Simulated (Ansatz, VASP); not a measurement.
Two plane-wave programs on HfGa2Te3

INCAR

```
SYSTEM = HfGa2Te3
ALGO = Normal
EDIFF = 1E-6
EDIFFG = -0.01
ENCUT = 600
GGA = PE
IBRION = 2
ISIF = 3
ISMEAR = 0
LASPH = .True.
LCHARG = .False.
LREAL = .False.
LWAVE = .False.
NELM = 60
NSW = 100
PREC = Accurate
SIGMA = 0.1
```

Contents of KPOINTS:

```
k-points
0
Gamma
  6 6 10
  0 0 0
```

File POSCAR:

```
HfGa2Te3
1.0
    6.8746378209      0.0000000000      0.0000000000
   -3.4373189104      5.9536109947      0.0000000000
    0.0000000000      0.0000000000      4.0989045807
Hf Ga Te
1 2 3
Direct
    0.0000000000      0.0000000000      0.5000000000
    0.6666666667      0.3333333333      0.5000000000
    0.3333333333      0.6666666667      0.5000000000
    0.0000000000      0.5000000000      0.0000000000
    0.5000000000      0.5000000000      0.0000000000
    0.5000000000      0.0000000000      0.0000000000
```

Input for Ansatz:

```yaml
crystal:
  lattice:
    - [6.8746378209, 0.0, 0.0]
    - [-3.4373189104, 5.9536109947, 0.0]
    - [0.0, 0.0, 4.0989045807]
  atoms:
    - { symbol: Hf, position: [0.0, 0.0, 0.5] }
    - { symbol: Ga, position: [0.6666666667, 0.3333333333, 0.5] }
    - { symbol: Ga, position: [0.3333333333, 0.6666666667, 0.5] }
    - { symbol: Te, position: [0.0, 0.5, 0.0] }
    - { symbol: Te, position: [0.5, 0.5, 0.0] }
    - { symbol: Te, position: [0.5, 0.0, 0.0] }
basis:
  ecutwfc: 420
kpoints:
  mp_grid: { grid: [6, 6, 10] }
hamiltonian:
  xc: pbe
scf:
  occupations: { method: gaussian, width: 0.1 }
output:
  forces: true
  stress: true
  eigenvalues: true
  write_density: true
  write_potential: true
  elf: true
  volumetric_format: npy
relax:
  adjacent_minimum: "off"
  f_tol: 0.01
  max_steps: 80
  cell: { stress_tol: 0.05 }
```

Change from the starting cell: species swapped into the TbB2Ir3 type (P6/mmm, No. 191).

Alike in both runs: task relaxation of cell and atoms; functional PBE; k mesh 6 × 6 × 10; occupations gaussian, width 0.1 eV; no spin polarisation.

|  | VASP | Ansatz |
| --- | --- | --- |
| version | VASP 6.6.1 | Ansatz 0.2.0 |
| potentials or method | VASP PAW PBE potentials, release 64 (Hf_pv, Ga_d, Te), cutoff 600 eV | scalar-relativistic, plane waves, PAW |
| valence electrons in the cell | 54 | 100 |

|  | VASP | Ansatz | Ansatz less VASP |
| --- | --- | --- | --- |
| gap on the k mesh at the Fermi level, each at its own relaxed structure (eV) | none | none | - |
| relaxed volume (Å³/atom) | 29.22 | 29.20 | -0.023 |
| relaxed length of the cell vector where the two differ most in proportion (Å) | 7.449 | 7.445 | -0.0037 |

A gap of «none» marks a metal or a gap that the smearing closes. VASP's potentials hold 54 valence electrons a cell and Ansatz's 100, so a difference there can come from the potentials and not from the codes.

Neither program's run includes spin-orbit coupling.
